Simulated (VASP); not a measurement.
# CuO (P1) in VASP: notebook

CuO is run at these levels: PBE; tasks: single point.

Everything below comes from runs of VASP 6.6.1. Logs are shortened: lines on timing, memory, paths and dates and some standing lists are left out, and cuts for length are marked.

## 1. The cell of the first run

The typed cell holds 4 atoms: a = 2.864 Å, b = 2.880 Å, c = 5.143 Å, α = 95.58°, β = 94.58°, γ = 73.84°.

## 2. Single point, PBE (volume scaled by 0.98)

Input file INCAR:

```
PREC = Accurate
ENCUT = 520
EDIFF = 1E-7
ISMEAR = -1
SIGMA = 0.05
LREAL = F
LASPH = T
NELM = 60
ALGO = Normal
ISIF = 2
LWAVE = F
LCHARG = F
GGA = PE
NBANDS = 25
```

Input file KPOINTS:

```
regular mesh
0
Gamma
  10 10 5
```

Input file POSCAR:

```
CuO
1.0
    2.2901011542     -1.7180041517      0.0723179404
    2.3002132074      1.7318421092      0.0478254850
   -0.7033403363     -0.0387060149      5.0946448100
Cu O
2 2
Direct
    0.0142532200      0.4796454100      0.0604322300
    0.4708797100      0.1540682100      0.4741201700
    0.5692681500      0.2960328600      0.2639427200
    0.4455989200      0.5702535100      0.7015048700
```

Potentials or basis: VASP PAW PBE potentials, release 64 (Cu, O).

Command:

```bash
cat potpaw_PBE.64/Cu/POTCAR potpaw_PBE.64/O/POTCAR > POTCAR
mpirun -np 1 vasp_std > vasp.out
```

OUTCAR:

```text
PREC = Accurate
   ENCUT = 520
   EDIFF = 1E-7
   ISMEAR = -1
   LREAL = F
   LASPH = T
   NELM = 60
   ISIF = 2
   GGA = PE

 ion  position               nearest neighbor table
   1  0.014  0.480  0.060-   3 1.81   3 1.92   4 2.35   4 2.37   2 2.53
   2  0.471  0.154  0.474-   3 1.27   4 1.58   4 2.16   1 2.53
   3  0.569  0.296  0.264-   2 1.27   1 1.81   1 1.92
   4  0.446  0.570  0.702-   2 1.58   2 2.16   1 2.35   1 2.37

  LATTYP: Found a triclinic cell.
 ALAT       =     2.8637966838
 B/A-ratio  =     3.4975557395
 C/A-ratio  =     1.2046763103
 COS(alpha) =     0.0024017744
 COS(beta)  =     0.5977220526
 COS(gamma) =     0.6909142663

  Lattice vectors:

 A1 = (   2.2901011542,  -1.7180041517,   0.0723179404)
 A2 = (   8.4772883869,  -0.0110300999,   5.3349316608)
 A3 = (  -0.0101120532,  -3.4498462609,   0.0244924554)

Analysis of symmetry for initial positions (statically):
=====================================================================
 Subroutine PRICEL returns:
 Original cell was already a primitive cell.

 Routine SETGRP: Setting up the symmetry group for a
 triclinic supercell.

 Subroutine GETGRP returns: Found  1 space group operations
 (whereof  1 operations were pure point group operations)
 out of a pool of  2 trial point group operations.

The static configuration has the point symmetry C_1 .

Analysis of symmetry for dynamics (positions and initial velocities):
=====================================================================
 Subroutine PRICEL returns:
 Original cell was already a primitive cell.

 Routine SETGRP: Setting up the symmetry group for a
 triclinic supercell.

 Subroutine GETGRP returns: Found  1 space group operations
 (whereof  1 operations were pure point group operations)
 out of a pool of  2 trial point group operations.

The dynamic configuration has the point symmetry C_1 .

 Subroutine INISYM returns: Found  1 space group operations
 (whereof  1 operations are pure point group operations),
 and found     1 'primitive' translations

----------------------------------------------------------------------------------------

                                     Primitive cell

  volume of cell :      40.4824

  direct lattice vectors                    reciprocal lattice vectors
     2.290101154 -1.718004152  0.072317940     0.217995205 -0.290308963  0.027889700
     2.300213207  1.731842109  0.047825485     0.216138849  0.289461909  0.032038168
    -0.703340336 -0.038706015  5.094644810    -0.005123401  0.001403609  0.195587891

  length of vectors
     2.863796684  2.879677963  5.143111074     0.364114047  0.362671536  0.195660017

  position of ions in fractional coordinates (direct lattice)
     0.014253220  0.479645410  0.060432230
     0.470879710  0.154068210  0.474120170
     0.569268150  0.296032860  0.263942720
     0.445598920  0.570253510  0.701504870

  ion indices of the primitive-cell ions
   primitive index   ion index
                 1           1
                 2           2
                 3           3
                 4           4

----------------------------------------------------------------------------------------

 KPOINTS: regular mesh

Automatic generation of k-mesh.
 Grid dimensions read from file:
 generate k-points for:   10   10    5

 Generating k-lattice:

  Cartesian coordinates                     Fractional coordinates (reciprocal lattice)
     0.021799520 -0.029030896  0.002788970     0.100000000 -0.000000000 -0.000000000
     0.021613885  0.028946191  0.003203817     0.000000000  0.100000000  0.000000000
    -0.001024680  0.000280722  0.039117578    -0.000000000 -0.000000000  0.200000000

  Length of vectors
     0.036411405  0.036267154  0.039132003

  Shift w.r.t. Gamma in fractional coordinates (k-lattice)
     0.000000000  0.000000000  0.000000000

 Subroutine IBZKPT returns following result:
 ===========================================

 Found    252 irreducible k-points:

 Following reciprocal coordinates:
            Coordinates               Weight
  0.000000  0.000000  0.000000      1.000000
  0.100000  0.000000  0.000000      2.000000
  0.200000  0.000000  0.000000      2.000000
  0.300000  0.000000  0.000000      2.000000
  0.400000  0.000000  0.000000      2.000000
  0.500000  0.000000  0.000000      1.000000
[... 16 lines left out ...]
 -0.400000  0.200000 -0.000000      2.000000
 -0.300000  0.200000 -0.000000      2.000000
 [... further k-points ...]
   k-points           NKPTS =    252   k-points in BZ     NKDIM =    252   number of bands    NBANDS=     25
   number of dos      NEDOS =    301   number of ions     NIONS =      4
   total plane-waves  NPLWV =  23040
   dimension x,y,z NGX =    24 NGY =   24 NGZ =   40
   dimension x,y,z NGXF=    48 NGYF=   48 NGZF=   80
   ions per type =               2   2
   NGX,Y,Z   is equivalent  to a cutoff of  13.93, 13.86, 12.93 a.u.
   NGXF,Y,Z  is equivalent  to a cutoff of  27.86, 27.71, 25.86 a.u.
 SYSTEM =  unknown system
   PREC   = accura    normal or accurate (medium, high low for compatibility)
   ISTART =      0    job   : 0-new  1-cont  2-samecut
   ICHARG =      2    charge: 1-file 2-atom 10-const
   ISPIN  =      1    spin polarized calculation?
   LNONCOLLINEAR =      F non collinear calculations
   LSORBIT =      F    spin-orbit coupling
   LASPH  =      T    aspherical Exc in radial PAW
   ENCUT  =  520.0 eV  38.22 Ry    6.18 a.u.   5.32  5.35  9.56*2*pi/ulx,y,z
   NELM   =     60;   NELMIN=  2; NELMDL= -5     # of ELM steps
   EDIFF  = 0.1E-06   stopping-criterion for ELM
   LREAL  =      F    real-space projection
   EDIFFG = 0.1E-05   stopping-criterion for IOM
   NSW    =      0    number of steps for IOM
   IBRION =     -1    ionic relax: 0-MD 1-quasi-New 2-CG
   NFREE  =      0    steps in history (QN), initial steepest desc. (CG)
   ISIF   =      2    stress and relaxation
   ISYM   =      2    0-nonsym 1-usesym 2-fastsym
   POTIM  = 0.5000    time-step for ionic-motion
   TEBEG  =    0.0;   TEEND  =   0.0 temperature during run
   PSTRESS=    0.0 pullay stress
   NELECT =      34.0000    total number of electrons
   NUPDOWN=      -1.0000    fix difference up-down
   EMIN   =  10.00;   EMAX   =-10.00  energy-range for DOS
   EFERMI =   0.00;   METHOD = LEGACY
   ISMEAR =    -1;   SIGMA  =   0.05  broadening in eV -4-tet -1-fermi 0-gaus
   EFERMI_NEDOS =   21; number of points for ismear=-14 and -15
   IALGO  =     38    algorithm
   IMIX   =      4    mixing-type and parameters
     AMIX     =   0.40;   BMIX     =  1.00
     AMIX_MAG =   1.60;   BMIX_MAG =  1.00
  volume/ion in A,a.u.               =      10.12        68.30
  Fermi-wavevector in a.u.,A,eV,Ry     =   1.544587  2.918846 32.460081  2.385749
  Thomas-Fermi vector in A             =   2.650087
   LORBIT       =      0    0 simple, 1 ext, 2 COOP (PROOUT), +10 PAW based schemes
   GGA     = PE    functional components
   LHFCALC =     F    Hartree Fock is set to
   AEXX    =    0.0000 exact exchange contribution
   IVDW    =     0    specifies the selected vdW correction
   LEPSILON=     F    determine dielectric tensor
   LRPA    =     F    only Hartree local field effects (RPA)
 non-spin polarized calculation
  energy-cutoff  :      520.00
  volume of cell :       40.48
 maximum number of plane-waves:      1115
 NGX is ok and might be reduce to    24
   NGX = 11   NGY = 11   NGZ = 19

 number of electron      33.9999995 magnetization

 Free energy of the ion-electron system (eV)
  ---------------------------------------------------
  ext. energy  EPLUGINS =         0.00000000
  ---------------------------------------------------
  free energy    TOTEN  =        -9.53638825 eV

  energy without entropy =       -9.51473383  energy(sigma->0) =       -9.52556104

 E-fermi :   6.2761     XC(G=0): -11.7669

 val. band max:        6.2694864137   @ k =   0.3000   0.1000   0.4000
 cond. band min:       6.2853608168   @ k =   0.5000   0.2000   0.4000
 fundamental gap:      0.0158744031
 Fermi energy:         6.2760970440

 k-point     1 :       0.0000    0.0000    0.0000
  band No.  band energies     occupation
      1     -16.4916      2.00000
      2     -12.9063      2.00000
      3      -4.1909      2.00000
      4      -3.2824      2.00000
      5      -2.8435      2.00000
      6      -0.9077      2.00000
[... 17 lines left out ...]
     24      22.3336      0.00000
     25      22.7623      0.00000

 k-point     2 :       0.1000    0.0000    0.0000
  band No.  band energies     occupation
      1     -16.4530      2.00000
      2     -12.8680      2.00000
      3      -4.1615      2.00000
      4      -3.2901      2.00000
      5      -2.9251      2.00000
      6      -0.8807      2.00000
[... 17 lines left out ...]
     24      21.3793      0.00000
     25      22.9456      0.00000

 k-point     3 :       0.2000    0.0000    0.0000
  band No.  band energies     occupation
      1     -16.3503      2.00000
      2     -12.7646      2.00000
      3      -4.0973      2.00000
      4      -3.3652      2.00000
      5      -3.0840      2.00000
      6      -0.7980      2.00000
[... 17 lines left out ...]
     24      21.1767      0.00000
     25      22.4213      0.00000

 k-point     4 :       0.3000    0.0000    0.0000
  band No.  band energies     occupation
      1     -16.2203      2.00000
      2     -12.6302      2.00000
      3      -4.0662      2.00000
      4      -3.5757      2.00000
      5      -3.1366      2.00000
      6      -0.6728      2.00000
[... 17 lines left out ...]
     24      20.2879      0.00000
     25      22.0904      0.00000
[... 477 lines left out ...]
 k-point    22 :       0.5000    0.2000    0.0000
  band No.  band energies     occupation
      1     -15.9907      2.00000
      2     -12.4021      2.00000
      3      -4.0662      2.00000
      4      -3.6837      2.00000
      5      -3.1604      2.00000
      6      -0.3857      2.00000
[... 17 lines left out ...]
     24      18.2399      0.00000
     25      21.2846      0.00000

 k-point    23 :      -0.4000    0.2000   -0.0000
  band No.  band energies     occupation
      1     -16.0017      2.00000
      2     -12.4158      2.00000
      3      -4.0227      2.00000
      4      -3.6988      2.00000
      5      -3.2200      2.00000
      6      -0.3677      2.00000
[... 17 lines left out ...]
     24      18.5244      0.00000
     25      21.1597      0.00000

 k-point    24 :      -0.3000    0.2000   -0.0000
  band No.  band energies     occupation
      1     -16.0786      2.00000
      2     -12.5033      2.00000
      3      -3.9853      2.00000
      4      -3.5820      2.00000
      5      -3.2719      2.00000
      6      -0.4954      2.00000
[... 17 lines left out ...]
     24      18.4831      0.00000
     25      21.4698      0.00000

 [... further k-points ...]

------------------------ aborting loop because EDIFF is reached ----------------------------------------

  FORCE on cell =-STRESS in cart. coord.  units (eV):
  Direction    XX          YY          ZZ          XY          YZ          ZX
  --------------------------------------------------------------------------------------
  -------------------------------------------------------------------------------------
  Total       22.7811361      8.0518986     46.4285495      2.6139465      0.7403655    -19.1291678
  in kB      901.6118015    318.6709737   1837.5083648    103.4524811     29.3015361   -757.0774053
  external PRESSURE =    1019.2637133 kB  Pullay stress =       0.0000000 kB

 VOLUME and BASIS-vectors are now :
 -----------------------------------------------------------------------------
  energy-cutoff  :      520.00
  volume of cell :       40.48
      direct lattice vectors                 reciprocal lattice vectors
     2.290101154 -1.718004152  0.072317940     0.217995205 -0.290308963  0.027889700
     2.300213207  1.731842109  0.047825485     0.216138849  0.289461909  0.032038168
    -0.703340336 -0.038706015  5.094644810    -0.005123401  0.001403609  0.195587891

 POSITION                                       TOTAL-FORCE (eV/Angst)
 -----------------------------------------------------------------------------------
      1.09342      0.80384      0.33185         0.069417      1.354045     -3.707154
      1.09928     -0.56050      2.45690       -26.375146     -7.323367     31.023024
      1.79898     -0.47554      1.40002        22.624314      2.052586    -34.291186
      1.83877      0.19490      3.63342         3.681415      3.916736      6.975316
 -----------------------------------------------------------------------------------
    total drift:                               -0.000698     -0.001211     -0.002165

  FREE ENERGIE OF THE ION-ELECTRON SYSTEM (eV)
  ---------------------------------------------------
  free  energy   TOTEN  =        -9.5363882511 eV

  energy  without entropy=       -9.5147338344  energy(sigma->0) =       -9.52556104
```

Run time: 98 s. Hardware: 1 thread of Intel Xeon 6975P-C (Granite Rapids), shared host; peak memory 0.32 GiB.

Results:

* Free energy: -9.5364 eV
* Pressure: 101.9 GPa
* Largest force: 41.373 eV/Å
* Band gap on the k mesh: zero (band 17 reaches 6.44 eV, above the bottom of band 18 at 5.99 eV)

Forces in eV/Å, atoms in the order of the input:
```
Cu    0.069   1.354  -3.707
Cu  -26.375  -7.323  31.023
O    22.624   2.053 -34.291
O     3.681   3.917   6.975
```

Stress tensor (GPa, compression positive):
```
 90.16  10.35 -75.71
 10.35  31.87   2.93
-75.71   2.93 183.75
```

Caveat: semilocal functionals often make such compounds metallic where correlation or magnetic order opens a gap, which also shifts bond lengths; forces of over 1 eV/Å act on the atoms, so gaps and moduli don't describe the material at rest.

[end of part 1 of 2]
